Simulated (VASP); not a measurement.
Input of a VASP 6.6.1 run:

The input INCAR:

```
  PREC = Accurate
  ENCUT = 520
  EDIFF = 1E-6
  ISMEAR = 0
  SIGMA = 0.02
  LREAL = False
  LASPH = True
  NELM = 100
  ALGO = Normal
  ISIF = 2
  LWAVE = False
  LCHARG = False
  GGA = PE
  NBANDS = 10
```

The input KPOINTS:

```
regular mesh
0
Gamma
  14 14 14
```

POSCAR

```
Br
1.0
    2.6569056358      0.0000000000      0.0000000000
    0.0000000000      2.6569056358      0.0000000000
    0.0000000000      0.0000000000      2.6569056358
Br
1
Direct
    0.0000000000      0.0000000000      0.0000000000
```

Potentials or basis: VASP PAW PBE potentials, release 64 (Br).

Run with:

```console
$ cat potpaw_PBE.64/Br/POTCAR > POTCAR
$ mpirun -np 1 vasp_std > vasp.out
```

(1) Estimate the pressure.

(2) Estimate the band gap on the k mesh.

Answers

(1) 45.0 GPa.

(2) zero (an odd number of electrons rules out a gap without spin polarisation).

Caveat: the cell stands under pressure; an odd number of electrons without spin polarisation forces a metal; a magnetic or distorted state may lie lower.
